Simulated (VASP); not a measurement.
# CoO (P3m1) in VASP: settings compared

CoO is run at these levels: PBEsol, r2SCAN; tasks: single point.

Everything below comes from runs of VASP 6.6.1. Logs are shortened: lines on timing, memory, paths and dates and some standing lists are left out, and cuts for length are marked.

**1. The cell of the first run**

The typed cell holds 4 atoms: a = 3.260 Å, b = 3.260 Å, c = 5.331 Å, α = 90.00°, β = 90.00°, γ = 120.00°.

**2. Single point, PBEsol, collinear spin, ferromagnetic start (volume scaled by 1.06)**

The input, INCAR:

```
SYSTEM = CoO
  ALGO = Normal
  EDIFF = 1E-6
  ENCUT = 520
  GGA = PS
  ISIF = 2
  ISMEAR = -1
  ISPIN = 2
  LASPH = .TRUE.
  LCHARG = .FALSE.
  LMAXMIX = 4
  LORBIT = 11
  LREAL = .FALSE.
  LWAVE = .FALSE.
  MAGMOM = 2 2 0 0
  NBANDS = 27
  NELM = 150
  PREC = Accurate
  SIGMA = 0.05
```

The input, KPOINTS:

```
k-points
0
G
  10 10 5
  0 0 0
```

The input, POSCAR:

```
CoO
1.0
    3.2603606016      0.0000000000      0.0000000000
   -1.6301803009      2.8235551065      0.0000000000
    0.0000000000      0.0000000000      5.3312594650
Co O
2 2
Direct
    0.3333333333      0.6666666667      0.5033624100
    0.0000000000      0.0000000000      0.0034741400
    0.3333333333      0.6666666667      0.8715556000
    0.0000000000      0.0000000000      0.3716088500
```

Potentials or basis: VASP PAW PBE potentials, release 64 (Co, O).

Started as:

```console
cat potpaw_PBE.64/Co/POTCAR potpaw_PBE.64/O/POTCAR > POTCAR
mpirun -np 1 vasp_std > vasp.out
```

OUTCAR:

```text
SYSTEM = CoO
   EDIFF = 1E-6
   ENCUT = 520
   GGA = PS
   ISIF = 2
   ISMEAR = -1
   ISPIN = 2
   LASPH = .TRUE.
   LORBIT = 11
   LREAL = .FALSE.
   NELM = 150
   PREC = Accurate

 ion  position               nearest neighbor table
   1  0.333  0.667  0.503-   3 1.96   4 2.01   4 2.01   4 2.01
   2  0.000  0.000  0.003-   4 1.96   3 2.01   3 2.01   3 2.01
   3  0.333  0.667  0.872-   1 1.96   2 2.01   2 2.01   2 2.01
   4  0.000  0.000  0.372-   2 1.96   1 2.01   1 2.01   1 2.01

  LATTYP: Found a hexagonal cell.
 ALAT       =     3.2603606016
 C/A-ratio  =     1.6351747909

  Lattice vectors:

 A1 = (   3.2603606016,   0.0000000000,   0.0000000000)
 A2 = (  -1.6301803009,   2.8235551065,   0.0000000000)
 A3 = (   0.0000000000,   0.0000000000,   5.3312594650)

Analysis of symmetry for initial positions (statically):
=====================================================================
 Subroutine PRICEL returns:
 Original cell was already a primitive cell.

 Routine SETGRP: Setting up the symmetry group for a
 hexagonal supercell.

 Subroutine GETGRP returns: Found  6 space group operations
 (whereof  6 operations were pure point group operations)
 out of a pool of 24 trial point group operations.

The static configuration has the point symmetry C_3v.

Analysis of symmetry for dynamics (positions and initial velocities):
=====================================================================
 Subroutine PRICEL returns:
 Original cell was already a primitive cell.

 Routine SETGRP: Setting up the symmetry group for a
 hexagonal supercell.

 Subroutine GETGRP returns: Found  6 space group operations
 (whereof  6 operations were pure point group operations)
 out of a pool of 24 trial point group operations.

The dynamic configuration has the point symmetry C_3v.

Analysis of structural, dynamic, and magnetic symmetry:
=====================================================================
 Subroutine PRICEL returns:
 Original cell was already a primitive cell.

 Routine SETGRP: Setting up the symmetry group for a
 hexagonal supercell.

 Subroutine GETGRP returns: Found  6 space group operations
 (whereof  6 operations were pure point group operations)
 out of a pool of 24 trial point group operations.

The overall configuration has the point symmetry C_3v.

 Subroutine INISYM returns: Found  6 space group operations
 (whereof  6 operations are pure point group operations),
 and found     1 'primitive' translations

----------------------------------------------------------------------------------------

                                     Primitive cell

  volume of cell :      49.0786

  direct lattice vectors                    reciprocal lattice vectors
     3.260360602  0.000000000  0.000000000     0.306714539  0.177081722  0.000000000
    -1.630180301  2.823555107  0.000000000     0.000000000  0.354163444  0.000000000
     0.000000000  0.000000000  5.331259465     0.000000000  0.000000000  0.187572938

  length of vectors
     3.260360602  3.260360602  5.331259465     0.354163444  0.354163444  0.187572938

  position of ions in fractional coordinates (direct lattice)
     0.333333333  0.666666667  0.503362410
     0.000000000  0.000000000  0.003474140
     0.333333333  0.666666667  0.871555600
     0.000000000  0.000000000  0.371608850

  ion indices of the primitive-cell ions
   primitive index   ion index
                 1           1
                 2           2
                 3           3
                 4           4

----------------------------------------------------------------------------------------

 KPOINTS: k-points

Automatic generation of k-mesh.
 Grid dimensions read from file:
 generate k-points for:   10   10    5

 Generating k-lattice:

  Cartesian coordinates                     Fractional coordinates (reciprocal lattice)
     0.030671454  0.017708172  0.000000000     0.100000000  0.000000000  0.000000000
     0.000000000  0.035416344  0.000000000     0.000000000  0.100000000  0.000000000
     0.000000000  0.000000000  0.037514588     0.000000000  0.000000000  0.200000000

  Length of vectors
     0.035416344  0.035416344  0.037514588

  Shift w.r.t. Gamma in fractional coordinates (k-lattice)
     0.000000000  0.000000000  0.000000000

 Subroutine IBZKPT returns following result:
 ===========================================

 Found     58 irreducible k-points:

 Following reciprocal coordinates:
            Coordinates               Weight
  0.000000  0.000000  0.000000      1.000000
  0.100000 -0.000000  0.000000      6.000000
  0.200000 -0.000000  0.000000      6.000000
  0.300000  0.000000  0.000000      6.000000
  0.400000  0.000000  0.000000      6.000000
  0.500000 -0.000000  0.000000      3.000000
[... 16 lines left out ...]
  0.000000  0.400000  0.200000      6.000000
  0.500000 -0.000000  0.200000      6.000000
 [... further k-points ...]
   k-points           NKPTS =     58   k-points in BZ     NKDIM =     58   number of bands    NBANDS=     27
   number of dos      NEDOS =    301   number of ions     NIONS =      4
   total plane-waves  NPLWV =  23040
   dimension x,y,z NGX =    24 NGY =   24 NGZ =   40
   dimension x,y,z NGXF=    48 NGYF=   48 NGZF=   80
   ions per type =               2   2
   NGX,Y,Z   is equivalent  to a cutoff of  12.24, 12.24, 12.47 a.u.
   NGXF,Y,Z  is equivalent  to a cutoff of  24.48, 24.48, 24.95 a.u.
 SYSTEM =  CoO
   PREC   = accura    normal or accurate (medium, high low for compatibility)
   ISTART =      0    job   : 0-new  1-cont  2-samecut
   ICHARG =      2    charge: 1-file 2-atom 10-const
   ISPIN  =      2    spin polarized calculation?
   LNONCOLLINEAR =      F non collinear calculations
   LSORBIT =      F    spin-orbit coupling
   LASPH  =      T    aspherical Exc in radial PAW
   ENCUT  =  520.0 eV  38.22 Ry    6.18 a.u.   6.06  6.06  9.91*2*pi/ulx,y,z
   NELM   =    150;   NELMIN=  2; NELMDL= -5     # of ELM steps
   EDIFF  = 0.1E-05   stopping-criterion for ELM
   LREAL  =      F    real-space projection
   EDIFFG = 0.1E-04   stopping-criterion for IOM
   NSW    =      0    number of steps for IOM
   IBRION =     -1    ionic relax: 0-MD 1-quasi-New 2-CG
   NFREE  =      0    steps in history (QN), initial steepest desc. (CG)
   ISIF   =      2    stress and relaxation
   ISYM   =      2    0-nonsym 1-usesym 2-fastsym
   POTIM  = 0.5000    time-step for ionic-motion
   TEBEG  =    0.0;   TEEND  =   0.0 temperature during run
   PSTRESS=    0.0 pullay stress
   NELECT =      30.0000    total number of electrons
   NUPDOWN=      -1.0000    fix difference up-down
   EMIN   =  10.00;   EMAX   =-10.00  energy-range for DOS
   EFERMI =   0.00;   METHOD = LEGACY
   ISMEAR =    -1;   SIGMA  =   0.05  broadening in eV -4-tet -1-fermi 0-gaus
   EFERMI_NEDOS =   21; number of points for ismear=-14 and -15
   IALGO  =     38    algorithm
   IMIX   =      4    mixing-type and parameters
     AMIX     =   0.40;   BMIX     =  1.00
     AMIX_MAG =   1.60;   BMIX_MAG =  1.00
  volume/ion in A,a.u.               =      12.27        82.80
  Fermi-wavevector in a.u.,A,eV,Ry     =   1.389370  2.625529 26.264004  1.930350
  Thomas-Fermi vector in A             =   2.513407
   LORBIT       =     11    0 simple, 1 ext, 2 COOP (PROOUT), +10 PAW based schemes
   GGA     = PS    functional components
   LHFCALC =     F    Hartree Fock is set to
   AEXX    =    0.0000 exact exchange contribution
   IVDW    =     0    specifies the selected vdW correction
   LEPSILON=     F    determine dielectric tensor
   LRPA    =     F    only Hartree local field effects (RPA)
 spin polarized calculation
  energy-cutoff  :      520.00
  volume of cell :       49.08
 maximum number of plane-waves:      1340
   NGX = 13   NGY = 13   NGZ = 19

 number of electron      30.0000001 magnetization       5.9619852

 Free energy of the ion-electron system (eV)
  ---------------------------------------------------
  ext. energy  EPLUGINS =         0.00000000
  ---------------------------------------------------
  free energy    TOTEN  =       -28.10190059 eV

  energy without entropy =      -28.07311200  energy(sigma->0) =      -28.08750629

 E-fermi :   5.1666     XC(G=0): -11.0779

 val. band max:        5.1559358132   @ k =   0.1000  -0.0000   0.0000
 cond. band min:       5.1987493615   @ k =   0.4000   0.2000   0.0000
 fundamental gap:      0.0428135483
 Fermi energy:         5.1666440969

 spin component 1

 k-point     1 :       0.0000    0.0000    0.0000
  band No.  band energies     occupation
      1     -14.3413      1.00000
      2     -13.7707      1.00000
      3      -1.5071      1.00000
      4      -0.7585      1.00000
      5      -0.5897      1.00000
      6      -0.5897      1.00000
[... 19 lines left out ...]
     26      19.3223      0.00000
     27      20.7701      0.00000
[... 661 lines left out ...]
 k-point    24 :       0.5000   -0.0000    0.2000
  band No.  band energies     occupation
      1     -13.7678      1.00000
      2     -13.6283      1.00000
      3      -1.4111      1.00000
      4      -1.3134      1.00000
      5      -0.3867      1.00000
      6      -0.2978      1.00000
[... 19 lines left out ...]
     26      18.4879      0.00000
     27      19.8110      0.00000

 [... further k-points ...]

 spin component 2

 k-point     1 :       0.0000    0.0000    0.0000
  band No.  band energies     occupation
      1     -13.7495      1.00000
      2     -13.1463      1.00000
      3      -0.9585      1.00000
      4       0.5534      1.00000
      5       0.7078      1.00000
      6       0.7078      1.00000
[... 19 lines left out ...]
     26      19.8773      0.00000
     27      21.6118      0.00000
[... 661 lines left out ...]
 k-point    24 :       0.5000   -0.0000    0.2000
  band No.  band energies     occupation
      1     -13.1431      1.00000
      2     -12.9954      1.00000
      3      -0.8076      1.00000
      4      -0.6090      1.00000
      5       0.4261      1.00000
      6       0.8245      1.00000
[... 19 lines left out ...]
     26      19.1561      0.00000
     27      20.5884      0.00000

 [... further k-points ...]
[... 5 lines left out ...]
  --------------------------------------------------------------------------------------
  -------------------------------------------------------------------------------------
  Total       -4.2961098     -4.2961098     -3.8397914      0.0000000      0.0000000     -0.0000000
  in kB     -140.2472104   -140.2472104   -125.3506208      0.0000000      0.0000000     -0.0000000
  external PRESSURE =    -135.2816806 kB  Pullay stress =       0.0000000 kB

 VOLUME and BASIS-vectors are now :
 -----------------------------------------------------------------------------
  energy-cutoff  :      520.00
  volume of cell :       49.08
      direct lattice vectors                 reciprocal lattice vectors
     3.260360602  0.000000000  0.000000000     0.306714539  0.177081722  0.000000000
    -1.630180301  2.823555107  0.000000000     0.000000000  0.354163444  0.000000000
     0.000000000  0.000000000  5.331259465     0.000000000  0.000000000  0.187572938

 POSITION                                       TOTAL-FORCE (eV/Angst)
 -----------------------------------------------------------------------------------
     -0.00000      1.88237      2.68356        -0.000000      0.000000     -0.206406
      0.00000      0.00000      0.01852         0.000000     -0.000000     -0.211853
     -0.00000      1.88237      4.64649         0.000000     -0.000000      0.209707
      0.00000      0.00000      1.98114         0.000000     -0.000000      0.208552
 -----------------------------------------------------------------------------------
    total drift:                                0.000000     -0.000000      0.000540

  FREE ENERGIE OF THE ION-ELECTRON SYSTEM (eV)
  ---------------------------------------------------
  free  energy   TOTEN  =       -28.1019005867 eV

  energy  without entropy=      -28.0731119999  energy(sigma->0) =      -28.08750629

 total charge

# of ion       s       p       d       tot
------------------------------------------
    1        0.331   0.394   7.147   7.873
    2        0.331   0.394   7.147   7.873
    3        1.545   3.396   0.000   4.941
    4        1.545   3.396   0.000   4.941
--------------------------------------------------
tot          3.753   7.579  14.295  25.627

 magnetization (x)

# of ion       s       p       d       tot
------------------------------------------
    1        0.016   0.052   2.473   2.540
    2        0.016   0.052   2.472   2.540
    3        0.021   0.308   0.000   0.330
    4        0.021   0.308   0.000   0.329
--------------------------------------------------
tot          0.074   0.720   4.945   5.739
```

It took 76 s on 1 thread of Intel Xeon Platinum 8488C (Sapphire Rapids), shared host; peak memory 0.24 GiB.

What came out:

```
Free energy                                           : -28.1019 eV
Pressure                                              : -13.5 GPa
Largest force                                         : 0.212 eV/Å
Band gap on the k mesh                                : zero (filled and empty bands touch)
Net moment                                            : 5.96 μB per cell
Site moments                                          : Co +2.54; O +0.33 μB
Valence electrons inside the program's atomic spheres : Co 7.87; O 4.94
```

Forces on the atoms (eV/Å):
```
Co   0.000  0.000 -0.206
Co   0.000  0.000 -0.212
O    0.000  0.000  0.210
O    0.000  0.000  0.209
```

Levels at points of the mesh, in eV from the Fermi level:
Spin up:
| k point | band 15 | band 16 | band 17 | band 18 | band 19 | band 20 | band 21 | band 22 |
| --- | --- | --- | --- | --- | --- | --- | --- | --- |
| (0.00, 0.00, 0.00) | -0.77 | -0.18 | 0.03 | 0.03 | 0.04 | 5.03 | 6.69 | 13.00 |
| (0.50, 0.00, 0.00) | -2.00 | -1.77 | -0.75 | -0.65 | 5.24 | 5.70 | 6.82 | 8.76 |
Spin down:
```csv
k point,band 9,band 10,band 11,band 12,band 13,band 14,band 15,band 16
"(0.00, 0.00, 0.00)",-0.69,-0.69,-0.14,-0.14,0.17,0.49,1.48,1.48
"(0.50, 0.00, 0.00)",-0.71,-0.55,-0.21,-0.09,0.12,0.22,0.67,0.73
```

Caveat: the cell differs from its parent crystal (volume scaled by 1.06); the PAW data sets were made with another functional, which shifts forces and pressure a little; semilocal functionals often make such compounds metallic where correlation or magnetic order opens a gap, which also shifts bond lengths.

**3. Single point, PBEsol, collinear spin, ferromagnetic start**

This run uses another cell than the first one, of 11.58 Å³/atom, 0.943 times its volume.

The input, INCAR:

```
PREC = Accurate
ENCUT = 520
EDIFF = 1E-7
ISMEAR = -1
SIGMA = 0.05
LREAL = F
LASPH = T
NELM = 150
ALGO = Normal
ISIF = 2
LWAVE = F
LCHARG = F
ISPIN = 2
MAGMOM = 4 4 0 0
LORBIT = 11
NUPDOWN = 8.0
LMAXMIX = 4
GGA = PS
NBANDS = 27
```

The input, KPOINTS:

```
regular mesh
0
Gamma
  8 8 5
```

The input, POSCAR:

```
CoO
1.0
    3.1976457435      0.0000000000      0.0000000000
   -1.5988228718      2.7692424462      0.0000000000
    0.0000000000      0.0000000000      5.2287097100
Co O
2 2
Direct
    0.3333333333      0.6666666667      0.5033624100
    0.0000000000      0.0000000000      0.0034741400
    0.3333333333      0.6666666667      0.8715556000
    0.0000000000      0.0000000000      0.3716088500
```

Potentials or basis: VASP PAW PBE potentials, release 64 (Co, O).

Started as:

```console
cat potpaw_PBE.64/Co/POTCAR potpaw_PBE.64/O/POTCAR > POTCAR
mpirun -np 1 vasp_std > vasp.out
```

It took 58 s on 1 thread of Intel Xeon Platinum 8488C (Sapphire Rapids), shared host; peak memory 0.21 GiB.

Results (log left out):

```yaml
Free_energy: -24.1487 eV
Pressure: 6.3 GPa
Largest_force: 0.153 eV/Å
Net_moment: 8.00 μB per cell
Site_moments: Co +2.98; O +0.61 μB
Valence_electrons_inside_the_program's_atomic_spheres: Co 7.83; O 4.97
```

Forces on the atoms (eV/Å):
```
Co   0.000  0.000 -0.147
Co   0.000  0.000 -0.153
O    0.000  0.000  0.148
O    0.000  0.000  0.151
```

Stress tensor (GPa, compression positive):
```
5.07 0.00 0.00
0.00 5.07 0.00
0.00 0.00 8.87
```

Caveat: the PAW data sets were made with another functional, which shifts forces and pressure a little; the total moment is fixed, so each spin has its own Fermi level.

**4. Single point, r2SCAN, collinear spin, ferromagnetic start**

This run uses another cell than the first one, of 10.88 Å³/atom, 0.887 times its volume.

The input, POSCAR:

```
CoO
1.0
    3.1323693509      0.0000000000      0.0000000000
   -1.5661846755      2.7127114320      0.0000000000
    0.0000000000      0.0000000000      5.1219713984
Co O
2 2
Direct
    0.3333333333      0.6666666667      0.5033624100
    0.0000000000      0.0000000000      0.0034741400
    0.3333333333      0.6666666667      0.8715556000
    0.0000000000      0.0000000000      0.3716088500
```

The input, INCAR.step1:

```
SYSTEM = CoO
PREC = Accurate ; ENCUT = 520
ISMEAR = -1 ; SIGMA = 0.05
LREAL = .False. ; LASPH = .True.
NELM = 150 ; ISPIN = 2
MAGMOM = 2 2 0 0 ; LMAXMIX = 4
NBANDS = 27 ; GGA = PE
ALGO = Normal ; EDIFF = 1E-4
LWAVE = .True. ; LCHARG = .False.
```

The input, INCAR.step2:

```
SYSTEM = CoO
PREC = Accurate ; ENCUT = 520
EDIFF = 1E-7 ; ISMEAR = -1
SIGMA = 0.05 ; LREAL = .False.
LASPH = .True. ; NELM = 150
ALGO = Normal ; ISIF = 2
LWAVE = .False. ; LCHARG = .False.
ISPIN = 2 ; MAGMOM = 2 2 0 0
LORBIT = 11 ; LMAXMIX = 4
METAGGA = R2SCAN ; LMIXTAU = .True.
NBANDS = 27 ; ISTART = 1
```

The input, KPOINTS:

```
regular mesh
0
Gamma
  10 10 5
  0 0 0
```

Started as:

```console
cat potpaw_PBE.64/Co/POTCAR potpaw_PBE.64/O/POTCAR > POTCAR
cp INCAR.step1 INCAR
mpirun -np 1 vasp_std > vasp.out
cp INCAR.step2 INCAR
mpirun -np 1 vasp_std > vasp.out
```

Wall time 5.6 min (1 thread of AMD EPYC 9R45 (Zen 5), shared host); peak memory 0.22 GiB.

The run converged. Its results:

| Property | Result |
| --- | --- |
| Free energy | -42.6403 eV |
| Pressure | 13.3 GPa |
| Largest force | 0.523 eV/Å |
| Band gap on the k mesh | 0.46 eV, direct |
| Net moment | 6.00 μB per cell |
| Site moments | Co +2.62; O +0.28 μB |
| Valence electrons inside the program's atomic spheres | Co 8.09; O 5.09 |

Forces in eV/Å, atoms in the order of the input:
```
Co   0.000  0.000 -0.513
Co   0.000  0.000 -0.523
O    0.000  0.000  0.519
O    0.000  0.000  0.517
```

Stress tensor (GPa, compression positive):
```
11.83  0.00  0.00
 0.00 11.83  0.00
 0.00  0.00 16.30
```

Levels at points of the mesh, in eV from the valence-band top:
Spin up:
```csv
k point,band 16,band 17,band 18,band 19,band 20,band 21
"(0.00, 0.00, 0.00)",-0.12,0.00,0.00,0.46,6.10,7.68
"(0.50, 0.00, 0.00)",-1.95,-0.77,-0.75,6.34,6.48,7.52
```
Spin down:
| k point | band 8 | band 9 | band 10 | band 11 | band 12 | band 13 | band 14 | band 15 | band 16 | band 17 |
| --- | --- | --- | --- | --- | --- | --- | --- | --- | --- | --- |
| (0.00, 0.00, 0.00) | -4.92 | -1.19 | -1.19 | -0.36 | -0.36 | 1.22 | 1.25 | 2.65 | 2.65 | 3.70 |
| (0.50, 0.00, 0.00) | -4.70 | -0.91 | -0.49 | -0.46 | -0.41 | 0.77 | 1.19 | 1.67 | 1.93 | 2.52 |

Caveat: the PAW data sets were made with another functional, which shifts forces and pressure a little.

**5. Summary**

```csv
level,fixed moment (μB),cell,k mesh,gap on the mesh (eV),pressure (GPa),moment (μB),largest force (eV/Å)
PBEsol,-,"a = 3.260, b = 3.260, c = 5.331 Å, angles 90.0, 90.0, 120.0°, 4 atoms",10 × 10 × 5,none,-13.5,5.96,0.21
PBEsol,8.0,"a = 3.198, b = 3.198, c = 5.229 Å, angles 90.0, 90.0, 120.0°, 4 atoms",8 × 8 × 5,-,6.3,8.00,0.15
r2SCAN,-,"a = 3.132, b = 3.132, c = 5.122 Å, angles 90.0, 90.0, 120.0°, 4 atoms",10 × 10 × 5,0.46,13.3,6.00,0.52
```

Alike in all rows: task single point; potentials or basis VASP PAW PBE potentials, release 64 (Co, O); spin collinear, ferromagnetic start; cutoff (eV) 520; smearing fermi-dirac 0.05 eV.

Caveats: the PAW data sets were made with another functional, which shifts forces and pressure a little; semilocal functionals often make such compounds metallic where correlation or magnetic order opens a gap, which also shifts bond lengths (some runs); the total moment is fixed, so each spin has its own Fermi level (some runs).

Absolute energies hang on the potentials; compare differences alone.
